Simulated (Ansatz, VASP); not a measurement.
**One calculation of KF, two programs**

INCAR

```
SYSTEM = KF
  PREC = Accurate
  ENCUT = 520
  EDIFF = 1E-7
  ISMEAR = 0
  SIGMA = 0.05
  LREAL = .FALSE.
  LASPH = .TRUE.
  NELM = 60
  ALGO = Normal
  ISIF = 2
  LWAVE = .FALSE.
  LCHARG = .TRUE.
  GGA = CA
  LELF = .TRUE.
  LVHAR = .TRUE.
  NBANDS = 15
```

Contents of KPOINTS:

```
regular mesh
0
G
  8 8 8
  0 0 0
```

POSCAR

```
KF
1.0
    0.0000000000      2.5397383325      2.5397383325
    2.5397383325      0.0000000000      2.5397383325
    2.5397383325      2.5397383325      0.0000000000
K F
1 1
Direct
    0.0000000000      0.0000000000      0.0000000000
    0.5000000000      0.5000000000      0.5000000000
```

Input for Ansatz:

```yaml
crystal:
  lattice:
    - [0.0, 2.5397383325, 2.5397383325]
    - [2.5397383325, 0.0, 2.5397383325]
    - [2.5397383325, 2.5397383325, 0.0]
  atoms:
    - { symbol: K, position: [0.0, 0.0, 0.0] }
    - { symbol: F, position: [0.5, 0.5, 0.5] }
basis:
  ecutwfc: 520.0
kpoints:
  mp_grid: { grid: [8, 8, 8] }
hamiltonian:
  xc: lda
scf:
  occupations: { method: gaussian, width: 0.05 }
output:
  forces: true
  stress: true
  eigenvalues: true
```

Alike in both runs: task single point; functional LDA; k mesh 8 × 8 × 8; occupations gaussian, width 0.05 eV; no spin polarisation.

|  | VASP | Ansatz |
| --- | --- | --- |
| version | VASP 6.6.1 | Ansatz 0.2.0 |
| potentials or method | VASP PAW LDA potentials, release 64 (K_sv, F), cutoff 520 eV | scalar-relativistic, plane waves, PAW |
| valence electrons in the cell | 16 | 16 |

```csv
,VASP,Ansatz,Ansatz less VASP
gap on the k mesh at the Fermi level (eV),6.64,6.66,+0.021
least direct gap on the mesh (eV),6.64,6.66,+0.021
pressure (GPa),2.7,2.4,-0.34
```

LDA's correlation is that of Perdew and Zunger in VASP and of Perdew and Wang (1992) in Ansatz.
